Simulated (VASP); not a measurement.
Here is a VASP 6.6.1 calculation.

File INCAR:

```
SYSTEM = S
ALGO = Normal
EDIFF = 1E-7
ENCUT = 520
GGA = PE
ISIF = 2
ISMEAR = -1
LASPH = .TRUE.
LCHARG = .FALSE.
LREAL = .FALSE.
LWAVE = .FALSE.
NBANDS = 20
NELM = 100
PREC = Accurate
SIGMA = 0.05
```

File KPOINTS:

```
k-points
0
G
  5 5 9
  0 0 0
```

Contents of POSCAR:

```
S
1.0
    5.6780537900      0.0000000000      0.0000000000
    0.0000000000      5.6780537900      0.0000000000
    0.0000000000      0.0000000000      2.9496155800
S
4
Direct
    0.6166086200      0.3833913800      0.0000000000
    0.3833913800      0.6166086200      0.0000000000
    0.1166086200      0.1166086200      0.5000000000
    0.8833913800      0.8833913800      0.5000000000
```

Potentials or basis: VASP PAW PBE potentials, release 64 (S).

Launch:

```sh
$ cat potpaw_PBE.64/S/POTCAR > POTCAR
$ mpirun -np 1 vasp_std > vasp.out
```

**Question.** Predict the band gap on the k mesh.

**Answer.** Zero (band 12 reaches 4.03 eV, above the bottom of band 13 at 2.01 eV).

**Question.** What does it give for the pressure?

**Answer.** 2.0 GPa.

Forces on the atoms (eV/Å):
```
S    0.410 -0.410  0.000
S   -0.410  0.410  0.000
S    0.410  0.410  0.000
S   -0.410 -0.410  0.000
```
